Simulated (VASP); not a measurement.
Here is a VASP 6.6.1 calculation.

INCAR

```
SYSTEM = NaH
  ALGO = Normal
  EDIFF = 1E-7
  EDIFFG = -0.01
  ENCUT = 1130
  GGA = PS
  GGA_COMPAT = .FALSE.
  IBRION = 2
  ISIF = 3
  ISMEAR = -1
  LASPH = .TRUE.
  LCHARG = .FALSE.
  LREAL = .FALSE.
  LWAVE = .FALSE.
  NELM = 120
  NELMIN = 4
  NSW = 100
  PREC = Accurate
  SIGMA = 0.03
```

File KPOINTS:

```
k-points
0
G
  8 8 8
  0 0 0
```

The input POSCAR:

```
NaH
1.0
    0.0000000000      2.1427777891      2.1427777891
    2.1427777891      0.0000000000      2.1427777891
    2.1427777891      2.1427777891      0.0000000000
Na H
1 1
Direct
    0.0000000000      0.0000000000      0.0000000000
    0.2500000000      0.2500000000      0.2500000000
```

Potentials or basis: VASP PAW PBE potentials, release 64 (Na_sv, H).

Command:

```bash
$ cat potpaw_PBE.64/Na_sv/POTCAR potpaw_PBE.64/H/POTCAR > POTCAR
$ mpirun -np 1 vasp_std > vasp.out
```

**Question.** What does it give for the relaxed cell?

**Answer.** a = 3.660 Å, b = 3.660 Å, c = 3.660 Å, α = 60.00°, β = 60.00°, γ = 60.00°.

**Question.** Estimate the band gap on the k mesh.

**Answer.** 3.41 eV (least direct gap 4.15 eV).

Final structure:
```
CELL_PARAMETERS angstrom
0.00000 2.58809 2.58809
2.58809 0.00000 2.58809
2.58809 2.58809 0.00000
ATOMIC_POSITIONS crystal
Na 0.00000 0.00000 0.00000
H 0.25000 0.25000 0.25000
```

Caveat: the structure was generated, so it needn't be the stable form of NaH. A k mesh can miss the band edges.
